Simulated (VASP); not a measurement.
# Pt (Fm-3m) in VASP: further runs

Pt is run at these levels: PBEsol; tasks: single point.

All numbers are computed with VASP 6.6.1; they aren't measurements. Logs are shortened: lines on timing, memory, paths and dates and some standing lists are left out, and cuts for length are marked.

### Step 1. The cell of the first run

Symmetry: Fm-3m, No. 225, cubic system. Conventional cell: a = 3.639 Å, b = 3.639 Å, c = 3.639 Å, α = 90.00°, β = 90.00°, γ = 90.00°. Within 3.4 Å of Pt (site symmetry m-3m) lie 12 Pt at 2.57 Å.

### Step 2. Single point, PBEsol (volume scaled by 0.8)

Contents of INCAR:

```
SYSTEM = Pt
PREC = Accurate
ENCUT = 520
EDIFF = 1E-7
ISMEAR = -1
SIGMA = 0.1
LREAL = .FALSE.
LASPH = .TRUE.
NELM = 60
ALGO = Normal
ISIF = 2
LWAVE = .FALSE.
LCHARG = .FALSE.
GGA = PS
NBANDS = 11
```

Contents of KPOINTS:

```
regular mesh
0
G
  17 17 17
  0 0 0
```

Contents of POSCAR:

```
Pt
1.0
    0.0000000000      1.8193542739      1.8193542739
    1.8193542739      0.0000000000      1.8193542739
    1.8193542739      1.8193542739      0.0000000000
Pt
1
Direct
    0.0000000000      0.0000000000      0.0000000000
```

Potentials or basis: VASP PAW PBE potentials, release 64 (Pt).

The run is started by

```console
$ cat potpaw_PBE.64/Pt/POTCAR > POTCAR
$ mpirun -np 1 vasp_std > vasp.out
```

OUTCAR:

```text
SYSTEM = Pt
   PREC = Accurate
   ENCUT = 520
   EDIFF = 1E-7
   ISMEAR = -1
   LREAL = .FALSE.
   LASPH = .TRUE.
   NELM = 60
   ISIF = 2
   GGA = PS

 ion  position               nearest neighbor table
   1  0.000  0.000  0.000-

  LATTYP: Found a face centered cubic cell.
 ALAT       =     3.6387085478

  Lattice vectors:

 A1 = (   0.0000000000,   1.8193542739,   1.8193542739)
 A2 = (   1.8193542739,   0.0000000000,   1.8193542739)
 A3 = (   1.8193542739,   1.8193542739,   0.0000000000)

Analysis of symmetry for initial positions (statically):
=====================================================================
 Subroutine PRICEL returns:
 Original cell was already a primitive cell.

 Routine SETGRP: Setting up the symmetry group for a
 face centered cubic supercell.

 Subroutine GETGRP returns: Found 48 space group operations
 (whereof 48 operations were pure point group operations)
 out of a pool of 48 trial point group operations.

The static configuration has the point symmetry O_h .

Analysis of symmetry for dynamics (positions and initial velocities):
=====================================================================
 Subroutine PRICEL returns:
 Original cell was already a primitive cell.

 Routine SETGRP: Setting up the symmetry group for a
 face centered cubic supercell.

 Subroutine GETGRP returns: Found 48 space group operations
 (whereof 48 operations were pure point group operations)
 out of a pool of 48 trial point group operations.

The dynamic configuration has the point symmetry O_h .

 Subroutine INISYM returns: Found 48 space group operations
 (whereof 48 operations are pure point group operations),
 and found     1 'primitive' translations

----------------------------------------------------------------------------------------

                                     Primitive cell

  volume of cell :      12.0443

  direct lattice vectors                    reciprocal lattice vectors
     0.000000000  1.819354274  1.819354274    -0.274822780  0.274822780  0.274822780
     1.819354274  0.000000000  1.819354274     0.274822780 -0.274822780  0.274822780
     1.819354274  1.819354274  0.000000000     0.274822780  0.274822780 -0.274822780

  length of vectors
     2.572955489  2.572955489  2.572955489     0.476007019  0.476007019  0.476007019

  position of ions in fractional coordinates (direct lattice)
     0.000000000  0.000000000  0.000000000

  ion indices of the primitive-cell ions
   primitive index   ion index
[... 73 lines left out ...]
   EDIFF  = 0.1E-06   stopping-criterion for ELM
   LREAL  =      F    real-space projection
   EDIFFG = 0.1E-05   stopping-criterion for IOM
   NSW    =      0    number of steps for IOM
   IBRION =     -1    ionic relax: 0-MD 1-quasi-New 2-CG
   NFREE  =      0    steps in history (QN), initial steepest desc. (CG)
   ISIF   =      2    stress and relaxation
   ISYM   =      2    0-nonsym 1-usesym 2-fastsym
   POTIM  = 0.5000    time-step for ionic-motion
   TEBEG  =    0.0;   TEEND  =   0.0 temperature during run
   PSTRESS=    0.0 pullay stress
   NELECT =      10.0000    total number of electrons
   NUPDOWN=      -1.0000    fix difference up-down
   EMIN   =  10.00;   EMAX   =-10.00  energy-range for DOS
   EFERMI =   0.00;   METHOD = LEGACY
   ISMEAR =    -1;   SIGMA  =   0.10  broadening in eV -4-tet -1-fermi 0-gaus
   EFERMI_NEDOS =   21; number of points for ismear=-14 and -15
   IALGO  =     38    algorithm
   IMIX   =      4    mixing-type and parameters
     AMIX     =   0.40;   BMIX     =  1.00
     AMIX_MAG =   1.60;   BMIX_MAG =  1.00
  volume/ion in A,a.u.               =      12.04        81.28
  Fermi-wavevector in a.u.,A,eV,Ry     =   1.538677  2.907679 32.212173  2.367528
  Thomas-Fermi vector in A             =   2.645012
   LORBIT       =      0    0 simple, 1 ext, 2 COOP (PROOUT), +10 PAW based schemes
   GGA     = PS    functional components
   LHFCALC =     F    Hartree Fock is set to
   AEXX    =    0.0000 exact exchange contribution
   IVDW    =     0    specifies the selected vdW correction
   LEPSILON=     F    determine dielectric tensor
   LRPA    =     F    only Hartree local field effects (RPA)
 non-spin polarized calculation
  energy-cutoff  :      520.00
  volume of cell :       12.04
 maximum number of plane-waves:       334
   NGX =  9   NGY =  9   NGZ =  9

 number of electron      10.0000000 magnetization

 Free energy of the ion-electron system (eV)
  ---------------------------------------------------
  ext. energy  EPLUGINS =         0.00000000
  ---------------------------------------------------
  free energy    TOTEN  =        -6.13903876 eV

  energy without entropy =       -6.10180273  energy(sigma->0) =       -6.12042075

 E-fermi :  16.0384     XC(G=0): -14.9872

 val. band max:       16.0362906186   @ k =  -0.3529   0.0588   0.0000
 cond. band min:      16.0433399602   @ k =   0.4118   0.3529   0.0000
 fundamental gap:      0.0070493416
 Fermi energy:        16.0383661352

 k-point     1 :       0.0000    0.0000    0.0000
  band No.  band energies     occupation
      1       2.9143      2.00000
      2      10.5514      2.00000
      3      10.5514      2.00000
      4      10.5514      2.00000
      5      13.6885      2.00000
      6      13.6885      2.00000
      7      29.6336      0.00000
      8      35.9348      0.00000
      9      35.9348      0.00000
     10      35.9348      0.00000
     11      42.1091      0.00000
[... 309 lines left out ...]
 k-point    24 :      -0.1176    0.0588    0.0000
  band No.  band energies     occupation
      1       3.9748      2.00000
      2      10.0060      2.00000
      3      10.9646      2.00000
      4      11.0127      2.00000
      5      13.1678      2.00000
      6      13.7752      2.00000
      7      31.4177      0.00000
      8      33.0847      0.00000
      9      36.8477      0.00000
     10      38.2564      0.00000
     11      44.7528      0.00000

 [... further k-points ...]
[... 5 lines left out ...]
  --------------------------------------------------------------------------------------
  -------------------------------------------------------------------------------------
  Total        8.6507238      8.6507238      8.6507238     -0.0000000      0.0000000      0.0000000
  in kB     1150.7505870   1150.7505870   1150.7505870     -0.0000000      0.0000000      0.0000000
  external PRESSURE =    1150.7505870 kB  Pullay stress =       0.0000000 kB

 VOLUME and BASIS-vectors are now :
 -----------------------------------------------------------------------------
  energy-cutoff  :      520.00
  volume of cell :       12.04
      direct lattice vectors                 reciprocal lattice vectors
     0.000000000  1.819354274  1.819354274    -0.274822780  0.274822780  0.274822780
     1.819354274  0.000000000  1.819354274     0.274822780 -0.274822780  0.274822780
     1.819354274  1.819354274  0.000000000     0.274822780  0.274822780 -0.274822780

 POSITION                                       TOTAL-FORCE (eV/Angst)
 -----------------------------------------------------------------------------------
      0.00000      0.00000      0.00000        -0.000000      0.000000     -0.000000
 -----------------------------------------------------------------------------------
    total drift:                                0.000000      0.000000      0.000000

  FREE ENERGIE OF THE ION-ELECTRON SYSTEM (eV)
  ---------------------------------------------------
  free  energy   TOTEN  =        -6.1390387642 eV

  energy  without entropy=       -6.1018027294  energy(sigma->0) =       -6.12042075
```

OSZICAR:

```text
N       E                     dE             d eps       ncg     rms          rms(c)
DAV:   1     0.411537045719E+02    0.41154E+02   -0.56161E+03  3697   0.874E+02
DAV:   2    -0.592427406209E+01   -0.47078E+02   -0.45335E+02  4191   0.189E+02
DAV:   3    -0.652870839907E+01   -0.60443E+00   -0.60235E+00  4295   0.200E+01
DAV:   4    -0.653070955818E+01   -0.20012E-02   -0.20010E-02  4314   0.136E+00
DAV:   5    -0.653072136529E+01   -0.11807E-04   -0.11806E-04  4342   0.928E-02    0.258E+01
DAV:   6    -0.622555749542E+01    0.30516E+00   -0.40232E-01  4134   0.547E+00    0.140E+01
DAV:   7    -0.614445143516E+01    0.81106E-01   -0.20389E-01  4314   0.375E+00    0.229E+00
DAV:   8    -0.613914838328E+01    0.53031E-02   -0.13789E-02  4020   0.112E+00    0.491E-01
DAV:   9    -0.613903234569E+01    0.11604E-03   -0.13518E-04  4352   0.114E-01    0.141E-02
DAV:  10    -0.613903860283E+01   -0.62571E-05   -0.40189E-06  4989   0.131E-02    0.529E-03
DAV:  11    -0.613903874772E+01   -0.14489E-06   -0.54492E-08  3594   0.233E-03    0.108E-03
DAV:  12    -0.613903876423E+01   -0.16508E-07   -0.39229E-09  2331   0.471E-04
   1 F= -.61390388E+01 E0= -.61204207E+01  d E =-.372360E-01
```

stdout:

```text
POSCAR found type information on POSCAR Pt
 POSCAR found :  1 types and       1 ions
 scaLAPACK will be used
 -----------------------------------------------------------------------------
|                                                                             |
|                                                                             |
|     You enforced a specific xc type in the INCAR file but a different       |
|     I HOPE YOU KNOW WHAT YOU ARE DOING!                                     |
|                                                                             |
 -----------------------------------------------------------------------------

 LDA part: xc-table for (Slater+PW92), standard interpolation
 POSCAR, INCAR and KPOINTS ok, starting setup
 FFT: planning ... GRIDC
 FFT: planning ... GRID_SOFT
 FFT: planning ... GRID
 WAVECAR not read
 entering main loop
```

Wall time 13 s (1 thread of Intel Xeon 6975P-C, shared host); peak memory 0.14 GiB.

Results:

| Property | Result |
| --- | --- |
| Free energy | -6.1390 eV |
| Pressure | 115.1 GPa |
| Band gap on the k mesh | zero (band 5 reaches 16.75 eV, above the bottom of band 6 at 13.50 eV) |

Caveat: the PAW data sets were made with another functional, which shifts forces and pressure a little; spin-orbit coupling is left out, which moves the levels of the heavy elements.

### Step 3. Single point, PBEsol (volume scaled by 0.88)

Contents of INCAR:

```
PREC = Accurate
ENCUT = 520
EDIFF = 1E-6
ISMEAR = -1
SIGMA = 0.1
LREAL = False
LASPH = True
NELM = 60
ALGO = Normal
ISIF = 2
LWAVE = False
LCHARG = False
GGA = PS
NBANDS = 11
```

Contents of KPOINTS:

```
regular mesh
0
Gamma
  17 17 17
```

Contents of POSCAR:

```
Pt
1.0
    0.0000000000      1.8780832400      1.8780832400
    1.8780832400      0.0000000000      1.8780832400
    1.8780832400      1.8780832400      0.0000000000
Pt
1
Direct
    0.0000000000      0.0000000000      0.0000000000
```

Potentials or basis: VASP PAW PBE potentials, release 64 (Pt).

The run is started by

```console
$ cat potpaw_PBE.64/Pt/POTCAR > POTCAR
$ mpirun -np 1 vasp_std > vasp.out
```

OUTCAR:

```text
PREC = Accurate
   ENCUT = 520
   EDIFF = 1E-6
   ISMEAR = -1
   LREAL = False
   LASPH = True
   NELM = 60
   ISIF = 2
   GGA = PS

 ion  position               nearest neighbor table
   1  0.000  0.000  0.000-

  LATTYP: Found a face centered cubic cell.
 ALAT       =     3.7561664800

  Lattice vectors:

 A1 = (   0.0000000000,   1.8780832400,   1.8780832400)
 A2 = (   1.8780832400,   0.0000000000,   1.8780832400)
[... 504 lines left out ...]
      1       2.8955      2.00000
      2       8.6308      2.00000
      3       9.4559      2.00000
      4       9.4944      2.00000
      5      11.3576      2.00000
      6      11.8694      2.00000
      7      29.4635      0.00000
      8      30.7987      0.00000
      9      34.3137      0.00000
     10      35.7032      0.00000
     11      41.0687      0.00000

 [... further k-points ...]
[... 5 lines left out ...]
  --------------------------------------------------------------------------------------
  -------------------------------------------------------------------------------------
  Total        4.2204840      4.2204840      4.2204840      0.0000000     -0.0000000      0.0000000
  in kB      510.3855048    510.3855048    510.3855048      0.0000000     -0.0000000      0.0000000
  external PRESSURE =     510.3855048 kB  Pullay stress =       0.0000000 kB

 VOLUME and BASIS-vectors are now :
 -----------------------------------------------------------------------------
  energy-cutoff  :      520.00
  volume of cell :       13.25
      direct lattice vectors                 reciprocal lattice vectors
     0.000000000  1.878083240  1.878083240    -0.266228881  0.266228881  0.266228881
     1.878083240  0.000000000  1.878083240     0.266228881 -0.266228881  0.266228881
     1.878083240  1.878083240  0.000000000     0.266228881  0.266228881 -0.266228881

 POSITION                                       TOTAL-FORCE (eV/Angst)
 -----------------------------------------------------------------------------------
      0.00000      0.00000      0.00000         0.000000      0.000000      0.000000
 -----------------------------------------------------------------------------------
    total drift:                                0.000000      0.000000      0.000000

  FREE ENERGIE OF THE ION-ELECTRON SYSTEM (eV)
  ---------------------------------------------------
  free  energy   TOTEN  =        -6.7439713324 eV

  energy  without entropy=       -6.7008124909  energy(sigma->0) =       -6.72239191
```

stdout:

```text
POSCAR found type information on POSCAR Pt
 POSCAR found :  1 types and       1 ions
 scaLAPACK will be used
 -----------------------------------------------------------------------------
|                                                                             |
|                                                                             |
|     You enforced a specific xc type in the INCAR file but a different       |
|     I HOPE YOU KNOW WHAT YOU ARE DOING!                                     |
|                                                                             |
 -----------------------------------------------------------------------------

 LDA part: xc-table for (Slater+PW92), standard interpolation
 POSCAR, INCAR and KPOINTS ok, starting setup
 FFT: planning ... GRIDC
 FFT: planning ... GRID_SOFT
 FFT: planning ... GRID
 WAVECAR not read
 entering main loop
```

It took 15 s on 1 thread of Intel Xeon 6975P-C, shared host; peak memory 0.14 GiB.

Results:

```yaml
Free_energy: -6.7440 eV
Pressure: 51.0 GPa
Band_gap_on_the_k_mesh: zero (band 5 reaches 14.39 eV, above the bottom of band 6 at 11.64 eV)
```

Levels at points of the mesh, in eV from the Fermi level:
| k point | band 2 | band 3 | band 4 | band 5 | band 6 | band 7 | band 8 | band 9 |
| --- | --- | --- | --- | --- | --- | --- | --- | --- |
| (0.00, 0.00, 0.00) | -4.71 | -4.71 | -4.71 | -2.02 | -2.02 | 14.12 | 19.83 | 19.83 |

Caveat: the PAW data sets were made with another functional, which shifts forces and pressure a little; spin-orbit coupling is left out, which moves the levels of the heavy elements.
